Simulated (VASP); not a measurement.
# ZrC (Fm-3m) in VASP: settings compared

ZrC is run at these levels: PBEsol, LDA; tasks: electric field gradients.

All numbers are computed with VASP 6.6.1; they aren't measurements. Logs are shortened: lines on timing, memory, paths and dates and some standing lists are left out, and cuts for length are marked.

## Step 1: The cell of the first run

Symmetry: Fm-3m, No. 225, cubic system. Conventional cell: a = 4.637 Å, b = 4.637 Å, c = 4.637 Å, α = 90.00°, β = 90.00°, γ = 90.00°. Zr (site symmetry m-3m) has 6 C at 2.32 Å within 3.1 Å. Within 3.1 Å of C (site symmetry m-3m) lie 6 Zr at 2.32 Å.

## Step 2: Electric field gradients, PBEsol (12.46 Å³/atom)

INCAR

```
SYSTEM = ZrC
PREC = Accurate
ENCUT = 520
EDIFF = 1E-8
ISMEAR = -1
SIGMA = 0.05
LREAL = .FALSE.
LASPH = .TRUE.
NELM = 100
ALGO = Normal
ISIF = 2
LWAVE = .FALSE.
LCHARG = .FALSE.
GGA = PS
LEFG = .TRUE.
NBANDS = 15
```

KPOINTS

```
regular mesh
0
G
  15 15 15
  0 0 0
```

POSCAR

```
ZrC
1.0
    0.0000000000      2.3184465117      2.3184465117
    2.3184465117      0.0000000000      2.3184465117
    2.3184465117      2.3184465117      0.0000000000
Zr C
1 1
Direct
    0.5000000000      0.5000000000      0.5000000000
    0.0000000000      0.0000000000      0.0000000000
```

Potentials or basis: VASP PAW PBE potentials, release 64 (Zr_sv, C).

Started as:

```
$ cat potpaw_PBE.64/Zr_sv/POTCAR potpaw_PBE.64/C/POTCAR > POTCAR
$ mpirun -np 1 vasp_std > vasp.out
```

OUTCAR:

```text
SYSTEM = ZrC
   PREC = Accurate
   ENCUT = 520
   EDIFF = 1E-8
   ISMEAR = -1
   LREAL = .FALSE.
   LASPH = .TRUE.
   NELM = 100
   ISIF = 2
   GGA = PS

 ion  position               nearest neighbor table
   1  0.500  0.500  0.500-   2 2.32   2 2.32   2 2.32   2 2.32   2 2.32   2 2.32
   2  0.000  0.000  0.000-   1 2.32   1 2.32   1 2.32   1 2.32   1 2.32   1 2.32

  LATTYP: Found a face centered cubic cell.
 ALAT       =     4.6368930234

  Lattice vectors:

 A1 = (   0.0000000000,   2.3184465117,   2.3184465117)
 A2 = (   2.3184465117,   0.0000000000,   2.3184465117)
 A3 = (   2.3184465117,   2.3184465117,   0.0000000000)

Analysis of symmetry for initial positions (statically):
=====================================================================
 Subroutine PRICEL returns:
 Original cell was already a primitive cell.

 Routine SETGRP: Setting up the symmetry group for a
 face centered cubic supercell.

 Subroutine GETGRP returns: Found 48 space group operations
 (whereof 48 operations were pure point group operations)
 out of a pool of 48 trial point group operations.

The static configuration has the point symmetry O_h .

Analysis of symmetry for dynamics (positions and initial velocities):
=====================================================================
 Subroutine PRICEL returns:
 Original cell was already a primitive cell.

 Routine SETGRP: Setting up the symmetry group for a
 face centered cubic supercell.

 Subroutine GETGRP returns: Found 48 space group operations
 (whereof 48 operations were pure point group operations)
 out of a pool of 48 trial point group operations.

The dynamic configuration has the point symmetry O_h .

 Subroutine INISYM returns: Found 48 space group operations
 (whereof 48 operations are pure point group operations),
 and found     1 'primitive' translations

----------------------------------------------------------------------------------------

                                     Primitive cell

  volume of cell :      24.9242

  direct lattice vectors                    reciprocal lattice vectors
     0.000000000  2.318446512  2.318446512    -0.215661650  0.215661650  0.215661650
     2.318446512  0.000000000  2.318446512     0.215661650 -0.215661650  0.215661650
     2.318446512  2.318446512  0.000000000     0.215661650  0.215661650 -0.215661650

  length of vectors
     3.278778500  3.278778500  3.278778500     0.373536935  0.373536935  0.373536935

  position of ions in fractional coordinates (direct lattice)
     0.500000000  0.500000000  0.500000000
     0.000000000  0.000000000  0.000000000

  ion indices of the primitive-cell ions
   primitive index   ion index
                 1           1
                 2           2

----------------------------------------------------------------------------------------

 KPOINTS: regular mesh

Automatic generation of k-mesh.
 Grid dimensions read from file:
 generate k-points for:   15   15   15

 Generating k-lattice:

  Cartesian coordinates                     Fractional coordinates (reciprocal lattice)
    -0.014377443  0.014377443  0.014377443     0.066666667  0.000000000  0.000000000
     0.014377443 -0.014377443  0.014377443     0.000000000  0.066666667  0.000000000
     0.014377443  0.014377443 -0.014377443     0.000000000  0.000000000  0.066666667

  Length of vectors
     0.024902462  0.024902462  0.024902462

  Shift w.r.t. Gamma in fractional coordinates (k-lattice)
     0.000000000  0.000000000  0.000000000

 Subroutine IBZKPT returns following result:
 ===========================================

 Found    120 irreducible k-points:

 Following reciprocal coordinates:
            Coordinates               Weight
  0.000000  0.000000  0.000000      1.000000
  0.066667  0.000000  0.000000      8.000000
  0.133333  0.000000  0.000000      8.000000
  0.200000  0.000000  0.000000      8.000000
  0.266667  0.000000  0.000000      8.000000
  0.333333  0.000000  0.000000      8.000000
[... 16 lines left out ...]
  0.133333  0.133333  0.000000      6.000000
  0.200000  0.133333  0.000000     24.000000
 [... further k-points ...]
   k-points           NKPTS =    120   k-points in BZ     NKDIM =    120   number of bands    NBANDS=     15
   number of dos      NEDOS =    301   number of ions     NIONS =      2
   total plane-waves  NPLWV =  13824
   dimension x,y,z NGX =    24 NGY =   24 NGZ =   24
   dimension x,y,z NGXF=    48 NGYF=   48 NGZF=   48
   ions per type =               1   1
   NGX,Y,Z   is equivalent  to a cutoff of  12.17, 12.17, 12.17 a.u.
   NGXF,Y,Z  is equivalent  to a cutoff of  24.34, 24.34, 24.34 a.u.
 SYSTEM =  ZrC
   PREC   = accura    normal or accurate (medium, high low for compatibility)
   ISTART =      0    job   : 0-new  1-cont  2-samecut
   ICHARG =      2    charge: 1-file 2-atom 10-const
   ISPIN  =      1    spin polarized calculation?
   LNONCOLLINEAR =      F non collinear calculations
   LSORBIT =      F    spin-orbit coupling
   LASPH  =      T    aspherical Exc in radial PAW
   ENCUT  =  520.0 eV  38.22 Ry    6.18 a.u.   6.10  6.10  6.10*2*pi/ulx,y,z
   NELM   =    100;   NELMIN=  2; NELMDL= -5     # of ELM steps
   EDIFF  = 0.1E-07   stopping-criterion for ELM
   LREAL  =      F    real-space projection
   EDIFFG = 0.1E-06   stopping-criterion for IOM
   NSW    =      0    number of steps for IOM
   IBRION =     -1    ionic relax: 0-MD 1-quasi-New 2-CG
   NFREE  =      0    steps in history (QN), initial steepest desc. (CG)
   ISIF   =      2    stress and relaxation
   ISYM   =      2    0-nonsym 1-usesym 2-fastsym
   POTIM  = 0.5000    time-step for ionic-motion
   TEBEG  =    0.0;   TEEND  =   0.0 temperature during run
   PSTRESS=    0.0 pullay stress
   NELECT =      16.0000    total number of electrons
   NUPDOWN=      -1.0000    fix difference up-down
   EMIN   =  10.00;   EMAX   =-10.00  energy-range for DOS
   EFERMI =   0.00;   METHOD = LEGACY
   ISMEAR =    -1;   SIGMA  =   0.05  broadening in eV -4-tet -1-fermi 0-gaus
   EFERMI_NEDOS =   21; number of points for ismear=-14 and -15
   IALGO  =     38    algorithm
   IMIX   =      4    mixing-type and parameters
     AMIX     =   0.40;   BMIX     =  1.00
     AMIX_MAG =   1.60;   BMIX_MAG =  1.00
  volume/ion in A,a.u.               =      12.46        84.10
  Fermi-wavevector in a.u.,A,eV,Ry     =   1.412238  2.668742 27.135661  1.994415
  Thomas-Fermi vector in A             =   2.534007
   LORBIT       =      0    0 simple, 1 ext, 2 COOP (PROOUT), +10 PAW based schemes
   GGA     = PS    functional components
   LHFCALC =     F    Hartree Fock is set to
   AEXX    =    0.0000 exact exchange contribution
   IVDW    =     0    specifies the selected vdW correction
   LEPSILON=     F    determine dielectric tensor
   LRPA    =     F    only Hartree local field effects (RPA)
 non-spin polarized calculation
  energy-cutoff  :      520.00
  volume of cell :       24.92
 maximum number of plane-waves:       684
   NGX = 13   NGY = 13   NGZ = 13

 number of electron      16.0000000 magnetization

 Free energy of the ion-electron system (eV)
  ---------------------------------------------------
  ext. energy  EPLUGINS =         0.00000000
  ---------------------------------------------------
  free energy    TOTEN  =       -20.56450746 eV

  energy without entropy =      -20.56212941  energy(sigma->0) =      -20.56331844

 E-fermi :   9.9628     XC(G=0): -12.4823

 val. band max:        9.9325329221   @ k =   0.3333   0.2667   0.0000
 cond. band min:       9.9874156045   @ k =   0.4000   0.3333   0.0000
 fundamental gap:      0.0548826824
 Fermi energy:         9.9628158380

 k-point     1 :       0.0000    0.0000    0.0000
  band No.  band energies     occupation
      1     -37.8495      2.00000
      2     -15.5608      2.00000
      3     -15.5608      2.00000
      4     -15.5608      2.00000
      5      -1.4528      2.00000
      6      10.9309      0.00000
      7      10.9309      0.00000
      8      10.9309      0.00000
      9      11.0377      0.00000
     10      11.0377      0.00000
     11      11.0377      0.00000
     12      12.8927      0.00000
     13      12.8927      0.00000
     14      17.7367      0.00000
[... 401 lines left out ...]
      2     -15.8487      2.00000
      3     -15.6436      2.00000
      4     -15.6328      2.00000
      5      -0.6097      2.00000
      6       7.5294      2.00000
      7       9.2159      2.00000
      8       9.4934      1.99983
      9      10.4914      0.00005
     10      13.0155      0.00000
     11      13.4281      0.00000
     12      14.1019      0.00000
     13      16.1670      0.00000
     14      19.7936      0.00000
     15      22.7397      0.00000

 [... further k-points ...]

------------------------ aborting loop because EDIFF is reached ----------------------------------------

  FORCE on cell =-STRESS in cart. coord.  units (eV):
  Direction    XX          YY          ZZ          XY          YZ          ZX
  --------------------------------------------------------------------------------------
  -------------------------------------------------------------------------------------
  Total        0.8526814      0.8526814      0.8526814      0.0000000      0.0000000     -0.0000000
  in kB       54.8120598     54.8120598     54.8120598      0.0000000      0.0000000     -0.0000000
  external PRESSURE =      54.8120598 kB  Pullay stress =       0.0000000 kB

 VOLUME and BASIS-vectors are now :
 -----------------------------------------------------------------------------
  energy-cutoff  :      520.00
  volume of cell :       24.92
      direct lattice vectors                 reciprocal lattice vectors
     0.000000000  2.318446512  2.318446512    -0.215661650  0.215661650  0.215661650
     2.318446512  0.000000000  2.318446512     0.215661650 -0.215661650  0.215661650
     2.318446512  2.318446512  0.000000000     0.215661650  0.215661650 -0.215661650

 POSITION                                       TOTAL-FORCE (eV/Angst)
 -----------------------------------------------------------------------------------
      2.31845      2.31845      2.31845        -0.000000     -0.000000     -0.000000
      0.00000      0.00000      0.00000         0.000000      0.000000      0.000000
 -----------------------------------------------------------------------------------
    total drift:                                0.000000     -0.000000      0.000000

  FREE ENERGIE OF THE ION-ELECTRON SYSTEM (eV)
  ---------------------------------------------------
  free  energy   TOTEN  =       -20.5645074638 eV

  energy  without entropy=      -20.5621294084  energy(sigma->0) =      -20.56331844

 Electric field gradients (V/A^2)
---------------------------------------------------------------------
 ion       V_xx      V_yy      V_zz      V_xy      V_xz      V_yz
---------------------------------------------------------------------
   1      -0.000    -0.000    -0.000    -0.000    -0.000    -0.000
   2       0.000     0.000     0.000     0.000     0.000     0.000
---------------------------------------------------------------------

 Electric field gradients after diagonalization (V/A^2)
 (convention: |V_zz| > |V_xx| > |V_yy|)
----------------------------------------------------------------------
 ion       V_xx      V_yy      V_zz     asymmetry (V_yy - V_xx)/ V_zz
----------------------------------------------------------------------
   1       0.000     0.000    -0.000       0.000
   2      -0.000    -0.000     0.001       0.000
----------------------------------------------------------------------

           NMR quadrupolar parameters

 Cq : quadrupolar parameter    Cq=e*Q*V_zz/h
 eta: asymmetry parameters     (V_yy - V_xx)/ V_zz
 Q  : nuclear electric quadrupole moment in mb (millibarn)
----------------------------------------------------------------------
 ion       Cq(MHz)       eta       Q (mb)
----------------------------------------------------------------------
   1      -0.000       0.000       1.000
   2       0.000       0.000       1.000
----------------------------------------------------------------------
```

Run time: 35 s. Hardware: 1 thread of Intel Xeon 8259CL, shared host; peak memory 0.17 GiB.

Results:

```yaml
Free_energy: -20.5645 eV
Pressure: 5.5 GPa
Band_gap_on_the_k_mesh: zero (bands 8 and 9 overlap by 1.33 eV)
Largest_electric_field_gradient_by_atom: zero within the noise of the run
```

Caveat: the cell stands under pressure; the PAW data sets were made with another functional, which shifts forces and pressure a little.

[end of part 1 of 2]
